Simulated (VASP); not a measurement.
# TiAsW (I4/mmm) in VASP: notebook

TiAsW is run at these levels: r2SCAN; tasks: single point.

Everything below comes from runs of VASP 6.6.1. Logs are shortened: lines on timing, memory, paths and dates and some standing lists are left out, and cuts for length are marked.

## (1) The cell of the first run

It takes space group I4/mmm (No. 139, tetragonal). Conventional cell: a = 3.748 Å, b = 3.748 Å, c = 14.628 Å, α = 90.00°, β = 90.00°, γ = 90.00°. W (site symmetry 4mm) has 5 As at 2.74 to 2.79 Å and 4 Ti at 3.22 Å and 4 W at 3.37 Å within 3.6 Å. Within 3.5 Å of Ti (site symmetry mmm) lie 4 Ti at 2.65 Å and 4 As at 2.67 Å and 4 W at 3.22 Å. Within 3.5 Å of As (site symmetry 4mm) lie 4 Ti at 2.67 Å and 5 W at 2.74 to 2.79 Å.

## (2) Single point, r2SCAN

POSCAR

```
TiAsW
1.0
    0.0000000000      3.7483340000      0.0000000000
    3.7483340000      0.0000000000      0.0000000000
    1.8741670000      1.8741670000     -7.3142310000
W Ti As
2 2 2
Direct
    0.3209700000      0.3209700000      0.3580600000
    0.6790300000      0.6790300000      0.6419400000
    0.5000000000      0.0000000000      0.0000000000
    0.0000000000      0.5000000000      0.0000000000
    0.1302900000      0.1302900000      0.7394200000
    0.8697100000      0.8697100000      0.2605800000
```

INCAR.step1

```
SYSTEM = TiAsW
PREC = Accurate
ENCUT = 520
ISMEAR = -1
SIGMA = 0.145
LREAL = .FALSE.
LASPH = .TRUE.
NELM = 60
NBANDS = 40
GGA = PE
ALGO = Normal
EDIFF = 1E-4
LWAVE = .TRUE.
LCHARG = .FALSE.
```

INCAR.step2

```
SYSTEM = TiAsW
PREC = Accurate
ENCUT = 520
EDIFF = 1E-6
ISMEAR = -1
SIGMA = 0.145
LREAL = .FALSE.
LASPH = .TRUE.
NELM = 60
ALGO = Normal
ISIF = 2
LWAVE = .FALSE.
LCHARG = .FALSE.
METAGGA = R2SCAN
LMIXTAU = .TRUE.
NBANDS = 40
ISTART = 1
```

KPOINTS

```
Automatic mesh
0
G
  5 5 5
  0 0 0
```

Potentials or basis: VASP PAW PBE potentials, release 64 (W_sv, Ti_sv, As).

Launch:

```console
cat potpaw_PBE.64/W_sv/POTCAR potpaw_PBE.64/Ti_sv/POTCAR potpaw_PBE.64/As/POTCAR > POTCAR
cp INCAR.step1 INCAR
mpirun -np 1 vasp_std > vasp.out
cp INCAR.step2 INCAR
mpirun -np 1 vasp_std > vasp.out
```

OUTCAR:

```text
SYSTEM = TiAsW
   PREC = Accurate
   ENCUT = 520
   EDIFF = 1E-6
   ISMEAR = -1
   LREAL = .FALSE.
   LASPH = .TRUE.
   NELM = 60
   ISIF = 2
   METAGGA = R2SCAN
   ISTART = 1

 ion  position               nearest neighbor table
   1  0.321  0.321  0.358-   6 2.74   6 2.74   6 2.74   6 2.74   5 2.79   2 3.37   2 3.37   2 3.37
                             2 3.37
   2  0.679  0.679  0.642-   5 2.74   5 2.74   5 2.74   5 2.74   6 2.79   1 3.37   1 3.37   1 3.37
                             1 3.37
   3  0.500  0.000  0.000-   4 2.65   4 2.65   4 2.65   4 2.65   6 2.67   5 2.67   6 2.67   5 2.67

   4  0.000  0.500  0.000-   3 2.65   3 2.65   3 2.65   3 2.65   6 2.67   5 2.67   5 2.67   6 2.67

   5  0.130  0.130  0.739-   3 2.67   4 2.67   4 2.67   3 2.67   2 2.74   2 2.74   2 2.74   2 2.74
                             1 2.79
   6  0.870  0.870  0.261-   3 2.67   4 2.67   3 2.67   4 2.67   1 2.74   1 2.74   1 2.74   1 2.74
                             2 2.79

  LATTYP: Found a body centered tetragonal cell.
 ALAT       =     3.7483340000
 C/A-ratio  =     3.9026570204

  Lattice vectors:

 A1 = (  -1.8741670000,   1.8741670000,   7.3142310000)
 A2 = (   1.8741670000,  -1.8741670000,   7.3142310000)
 A3 = (   1.8741670000,   1.8741670000,  -7.3142310000)

Analysis of symmetry for initial positions (statically):
=====================================================================
 Subroutine PRICEL returns:
 Original cell was already a primitive cell.

 Routine SETGRP: Setting up the symmetry group for a
 body centered tetragonal supercell.

 Subroutine GETGRP returns: Found 16 space group operations
 (whereof 16 operations were pure point group operations)
 out of a pool of 16 trial point group operations.

The static configuration has the point symmetry D_4h.

Analysis of symmetry for dynamics (positions and initial velocities):
=====================================================================
 Subroutine PRICEL returns:
 Original cell was already a primitive cell.

 Routine SETGRP: Setting up the symmetry group for a
 body centered tetragonal supercell.

 Subroutine GETGRP returns: Found 16 space group operations
 (whereof 16 operations were pure point group operations)
 out of a pool of 16 trial point group operations.

The dynamic configuration has the point symmetry D_4h.

 Subroutine INISYM returns: Found 16 space group operations
 (whereof 16 operations are pure point group operations),
[... 97 lines left out ...]
   EDIFF  = 0.1E-05   stopping-criterion for ELM
   LREAL  =      F    real-space projection
   EDIFFG = 0.1E-04   stopping-criterion for IOM
   NSW    =      0    number of steps for IOM
   IBRION =     -1    ionic relax: 0-MD 1-quasi-New 2-CG
   NFREE  =      0    steps in history (QN), initial steepest desc. (CG)
   ISIF   =      2    stress and relaxation
   ISYM   =      2    0-nonsym 1-usesym 2-fastsym
   POTIM  = 0.5000    time-step for ionic-motion
   TEBEG  =    0.0;   TEEND  =   0.0 temperature during run
   PSTRESS=    0.0 pullay stress
   NELECT =      62.0000    total number of electrons
   NUPDOWN=      -1.0000    fix difference up-down
   EMIN   =  10.00;   EMAX   =-10.00  energy-range for DOS
   EFERMI =   0.00;   METHOD = LEGACY
   ISMEAR =    -1;   SIGMA  =   0.14  broadening in eV -4-tet -1-fermi 0-gaus
   EFERMI_NEDOS =   21; number of points for ismear=-14 and -15
   IALGO  =     38    algorithm
   IMIX   =      4    mixing-type and parameters
     AMIX     =   0.40;   BMIX     =  1.00
     AMIX_MAG =   1.60;   BMIX_MAG =  1.00
  volume/ion in A,a.u.               =      17.13       115.58
  Fermi-wavevector in a.u.,A,eV,Ry     =   1.383323  2.614102 26.035877  1.913583
  Thomas-Fermi vector in A             =   2.507932
   LORBIT       =      0    0 simple, 1 ext, 2 COOP (PROOUT), +10 PAW based schemes
   METAGGA = R2SCAN    functional components
   LHFCALC =     F    Hartree Fock is set to
   AEXX    =    0.0000 exact exchange contribution
   IVDW    =     0    specifies the selected vdW correction
   LEPSILON=     F    determine dielectric tensor
   LRPA    =     F    only Hartree local field effects (RPA)
 non-spin polarized calculation
  energy-cutoff  :      520.00
  volume of cell :      102.77
 maximum number of plane-waves:      2781
   NGX = 13   NGY = 13   NGZ = 29

 number of electron      62.0000015 magnetization

 Free energy of the ion-electron system (eV)
  ---------------------------------------------------
  ext. energy  EPLUGINS =         0.00000000
  ---------------------------------------------------
  free energy    TOTEN  =      -157.66686990 eV

  energy without entropy =     -157.29319080  energy(sigma->0) =     -157.48003035

 E-fermi :   9.0863     XC(G=0): -12.8699

 val. band max:        9.0632729917   @ k =  -0.4000   0.2000   0.0000
 cond. band min:       9.1082923457   @ k =  -0.4000   0.2000   0.0000
 fundamental gap:      0.0450193540
 Fermi energy:         9.0862530477

 k-point     1 :       0.0000    0.0000    0.0000
  band No.  band energies     occupation
      1     -67.5853      2.00000
      2     -67.5773      2.00000
      3     -50.0640      2.00000
      4     -49.8183      2.00000
      5     -31.1868      2.00000
      6     -31.1868      2.00000
[... 763 lines left out ...]
     39      11.4579      0.00000
     40      11.7150      0.00000

------------------------ aborting loop because EDIFF is reached ----------------------------------------

  FORCE on cell =-STRESS in cart. coord.  units (eV):
  Direction    XX          YY          ZZ          XY          YZ          ZX
  --------------------------------------------------------------------------------------
  -------------------------------------------------------------------------------------
  Total       -8.6876073     -8.6876073    -13.8249236      0.0000000      0.0000000      0.0000000
  in kB     -135.4457949   -135.4457949   -215.5401021      0.0000000      0.0000000      0.0000000
  external PRESSURE =    -162.1438973 kB  Pullay stress =       0.0000000 kB

 VOLUME and BASIS-vectors are now :
 -----------------------------------------------------------------------------
  energy-cutoff  :      520.00
  volume of cell :      102.77
      direct lattice vectors                 reciprocal lattice vectors
     0.000000000  3.748334000  0.000000000     0.000000000  0.266785190  0.068359886
     3.748334000  0.000000000  0.000000000     0.266785190  0.000000000  0.068359886
     1.874167000  1.874167000 -7.314231000     0.000000000  0.000000000 -0.136719773

 POSITION                                       TOTAL-FORCE (eV/Angst)
 -----------------------------------------------------------------------------------
      1.87417      1.87417     -2.61893         0.000000      0.000000      0.116122
      3.74833      3.74833     -4.69530        -0.000000     -0.000000     -0.116122
      0.00000      1.87417      0.00000        -0.000000      0.000000     -0.000000
      1.87417      0.00000      0.00000         0.000000     -0.000000     -0.000000
      1.87417      1.87417     -5.40829         0.000000     -0.000000      1.235677
      3.74833      3.74833     -1.90594         0.000000     -0.000000     -1.235677
 -----------------------------------------------------------------------------------
    total drift:                                0.000000     -0.000000      0.000000

  FREE ENERGIE OF THE ION-ELECTRON SYSTEM (eV)
  ---------------------------------------------------
  free  energy   TOTEN  =      -157.6668699047 eV

  energy  without entropy=     -157.2931908013  energy(sigma->0) =     -157.48003035
```

It took 3.1 min on 1 thread of Intel Xeon Platinum 8488C (Sapphire Rapids), shared host; peak memory 0.25 GiB.

Results:

```yaml
Free_energy: -157.6669 eV
Pressure: -16.2 GPa
Largest_force: 1.236 eV/Å
Band_gap_on_the_k_mesh: zero (bands 31 and 32 overlap by 1.46 eV)
```

Forces on the atoms (eV/Å):
```
W    0.000  0.000  0.116
W    0.000  0.000 -0.116
Ti   0.000  0.000  0.000
Ti   0.000  0.000  0.000
As   0.000  0.000  1.236
As   0.000  0.000 -1.236
```

Stress tensor (GPa, compression positive):
```
-13.54   0.00   0.00
  0.00 -13.54   0.00
  0.00   0.00 -21.55
```

Levels at points of the mesh, in eV from the Fermi level:
| k point | band 28 | band 29 | band 30 | band 31 | band 32 | band 33 | band 34 | band 35 |
| --- | --- | --- | --- | --- | --- | --- | --- | --- |
| (0.00, 0.00, 0.00) | -1.74 | -1.57 | -1.16 | -1.16 | -0.83 | 0.04 | 0.63 | 1.44 |

Caveat: the cell stands under tension; the PAW data sets were made with another functional, which shifts forces and pressure a little; spin-orbit coupling is left out, which moves the levels of the heavy elements.

## (3) Single point, r2SCAN

POSCAR is that of step 2.

INCAR.step1

```
PREC = Accurate
ENCUT = 520
ISMEAR = -1
SIGMA = 0.145
LREAL = F
LASPH = T
NELM = 80
NBANDS = 40
GGA = PE
ALGO = Normal
EDIFF = 1E-4
LWAVE = T
LCHARG = F
```

INCAR.step2

```
PREC = Accurate
ENCUT = 520
EDIFF = 1E-6
ISMEAR = -1
SIGMA = 0.145
LREAL = F
LASPH = T
NELM = 80
ALGO = Normal
ISIF = 2
LWAVE = F
LCHARG = T
METAGGA = R2SCAN
LMIXTAU = T
LELF = T
LVHAR = T
NBANDS = 40
ISTART = 1
```

KPOINTS

```
Automatic mesh
0
Gamma
  5 5 5
```

Potentials or basis: VASP PAW PBE potentials, release 64 (W_sv, Ti_sv, As).

Launch:

```console
cat potpaw_PBE.64/W_sv/POTCAR potpaw_PBE.64/Ti_sv/POTCAR potpaw_PBE.64/As/POTCAR > POTCAR
cp INCAR.step1 INCAR
mpirun -np 1 vasp_std > vasp.out
cp INCAR.step2 INCAR
mpirun -np 1 vasp_std > vasp.out
```

It took 3.1 min on 1 thread of Intel Xeon Platinum 8488C (Sapphire Rapids), shared host; peak memory 0.25 GiB.

It converged, with:

```
Free energy            : -157.6669 eV
Pressure               : -16.2 GPa
Largest force          : 1.236 eV/Å
Band gap on the k mesh : zero (bands 31 and 32 overlap by 1.46 eV)
```

Forces on the atoms (eV/Å):
```
W    0.000  0.000  0.116
W    0.000  0.000 -0.116
Ti   0.000  0.000  0.000
Ti   0.000  0.000  0.000
As   0.000  0.000  1.236
As   0.000  0.000 -1.236
```

Stress tensor (GPa, compression positive):
```
-13.54   0.00   0.00
  0.00 -13.54   0.00
  0.00   0.00 -21.55
```

Levels at points of the mesh, in eV from the Fermi level:
```tsv
k point	band 29	band 30	band 31	band 32	band 33	band 34
(0.00, 0.00, 0.00)	-1.57	-1.16	-1.16	-0.83	0.04	0.63
```

Caveat: the cell stands under tension; the PAW data sets were made with another functional, which shifts forces and pressure a little; spin-orbit coupling is left out, which moves the levels of the heavy elements.

## (4) Single point, r2SCAN

POSCAR is that of step 3.

INCAR.step1

```
SYSTEM = TiAsW
ALGO = Normal
EDIFF = 1E-4
ENCUT = 520
GGA = PE
ISMEAR = 0
LASPH = .True.
LCHARG = .False.
LREAL = .False.
LWAVE = .True.
NBANDS = 40
NELM = 60
PREC = Accurate
SIGMA = 0.001
```

INCAR.step2

```
SYSTEM = TiAsW
ALGO = Normal
EDIFF = 1E-7
ENCUT = 520
ISIF = 2
ISMEAR = 0
ISTART = 1
LASPH = .True.
LCHARG = .True.
LELF = .True.
LMIXTAU = .True.
LREAL = .False.
LVHAR = .True.
LWAVE = .False.
METAGGA = R2SCAN
NBANDS = 40
NELM = 60
PREC = Accurate
SIGMA = 0.001
```

KPOINTS

```
k-points
0
Gamma
  5 5 5
  0 0 0
```

Launch:

```console
cat potpaw_PBE.64/W_sv/POTCAR potpaw_PBE.64/Ti_sv/POTCAR potpaw_PBE.64/As/POTCAR > POTCAR
cp INCAR.step1 INCAR
mpirun -np 1 vasp_std > vasp.out
cp INCAR.step2 INCAR
mpirun -np 1 vasp_std > vasp.out
```

It took 5.8 min on 1 thread of Intel Xeon Platinum 8488C (Sapphire Rapids), shared host; peak memory 0.25 GiB.

Results (log left out):

* Free energy: -157.4725 eV
* Pressure: -16.5 GPa
* Largest force: 1.105 eV/Å
* Band gap on the k mesh: zero (bands 31 and 32 overlap by 1.47 eV)

Forces in eV/Å, atoms in the order of the input:
```
W    0.000  0.000  0.042
W    0.000  0.000 -0.042
Ti   0.000  0.000  0.000
Ti   0.000  0.000  0.000
As   0.000  0.000  1.105
As   0.000  0.000 -1.105
```

Stress tensor (GPa, compression positive):
```
-14.13   0.00   0.00
  0.00 -14.13   0.00
  0.00   0.00 -21.37
```

Levels at points of the mesh, in eV from the Fermi level:
| k point | band 29 | band 30 | band 31 | band 32 | band 33 | band 34 |
| --- | --- | --- | --- | --- | --- | --- |
| (0.00, 0.00, 0.00) | -1.57 | -1.20 | -1.20 | -0.86 | 0.00 | 0.62 |

Caveat: the cell stands under tension; the PAW data sets were made with another functional, which shifts forces and pressure a little; spin-orbit coupling is left out, which moves the levels of the heavy elements.
